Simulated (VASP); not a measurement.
PbO:

```
Pb O
1.0
     3.99000    0.00000    0.00000
     0.00000    3.99000    0.00000
     0.00000    0.00000    5.01000
Pb O
2 2
Direct
  0.50000 0.00000 0.76000
  0.00000 0.50000 0.24000
  0.50000 0.50000 0.00000
  0.00000 0.00000 0.00000
```

Base run:

* Program: VASP 6.6.1
* Functional: BLYP
* Potentials or basis: VASP PAW PBE potentials, release 64 (Pb_d, O)
* Cutoff: 600 eV
* k mesh: 7 × 7 × 6
* Occupations: fermi-dirac, width 0.05 eV
* Spin: no spin polarisation

Its results: band gap on the k mesh 1.52 eV (least direct gap 2.48 eV); pressure 7.0 GPa; largest force 0.321 eV/Å.

Question: After a change of settings the same cell gave: band gap on the k mesh 1.42 eV (least direct gap 2.37 eV); pressure 3.0 GPa; largest force 0.027 eV/Å. Which change was it?
A. functional from BLYP to PBE; occupations from fermi-dirac, width 0.05 eV to gaussian, width 0.012 eV
B. functional from BLYP to PBE-based screened hybrid with 10 % exact exchange; cutoff from 600 eV to 520 eV; k mesh from 7 × 7 × 6 to 4 × 4 × 3
C. functional from BLYP to PBE; k mesh from 7 × 7 × 6 to 4 × 4 × 3
D. functional from BLYP to SVWN5

Answer: A.

Caveats: the cell stands under pressure; spin-orbit coupling is left out, which moves the levels of the heavy elements; an odd mesh through Γ misses points on the zone boundary, where band edges can lie; the PAW data sets were made with another functional, which shifts forces and pressure a little (at least some runs).
